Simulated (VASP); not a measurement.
Wanted: the native input for a VASP 6.6.1 run.

```
Task                   : single point
Functional             : r2SCAN
Potentials or basis    : VASP PAW PBE potentials, release 64 (Sn_d, O)
Cutoff                 : 520 eV
k mesh                 : 8 × 8 × 8
Occupations            : fermi-dirac, width 0.02 eV
Spin                   : no spin polarisation
Dipole correction      : no
Further INCAR settings : ALGO = Normal; EDIFF = 1e-07; NBANDS = 17
```

Crystal: SnO.

```xyz
2
Lattice="0.0000 2.7082 2.7082 2.7082 0.0000 2.7082 2.7082 2.7082 0.0000" Properties=species:S:1:pos:R:3 pbc="T T T"
Sn    0.0000    0.0000    0.0000
O     1.3541    1.3541    1.3541
```

The input as run:

POSCAR

```
SnO
1.0
    0.0000000000      2.7082147171      2.7082147171
    2.7082147171      0.0000000000      2.7082147171
    2.7082147171      2.7082147171      0.0000000000
Sn O
1 1
Direct
    0.0000000000      0.0000000000      0.0000000000
    0.2500000000      0.2500000000      0.2500000000
```

INCAR.step1

```
ALGO = Normal ; EDIFF = 1E-4
ENCUT = 520 ; GGA = PE
ISMEAR = -1 ; LASPH = True
LCHARG = False ; LREAL = False
LWAVE = True ; NBANDS = 17
NELM = 100 ; PREC = Accurate
SIGMA = 0.02
```

INCAR.step2

```
ALGO = Normal ; EDIFF = 1E-7
ENCUT = 520 ; ISIF = 2
ISMEAR = -1 ; ISTART = 1
LASPH = True ; LCHARG = False
LMIXTAU = True ; LREAL = False
LWAVE = False ; METAGGA = R2SCAN
NBANDS = 17 ; NELM = 100
PREC = Accurate ; SIGMA = 0.02
```

KPOINTS

```
k-points
0
Gamma
  8 8 8
```

Potentials or basis: VASP PAW PBE potentials, release 64 (Sn_d, O).

The run is started by

```sh
$ cat potpaw_PBE.64/Sn_d/POTCAR potpaw_PBE.64/O/POTCAR > POTCAR
$ cp INCAR.step1 INCAR
$ mpirun -np 1 vasp_std > vasp.out
$ cp INCAR.step2 INCAR
$ mpirun -np 1 vasp_std > vasp.out
```

Results of the run:

The pressure is 0.3 GPa and the band gap on the k mesh is zero (band 10 reaches 6.13 eV, above the bottom of band 11 at 5.94 eV).

Caveat: the PAW data sets were made with another functional, which shifts forces and pressure a little; spin-orbit coupling is left out, which moves the levels of the heavy elements.

Wall time 68 s on 1 thread of Intel(R) Xeon(R) Platinum 8488C (Sapphire Rapids), with other jobs on the host, peak memory 0.17 GiB.
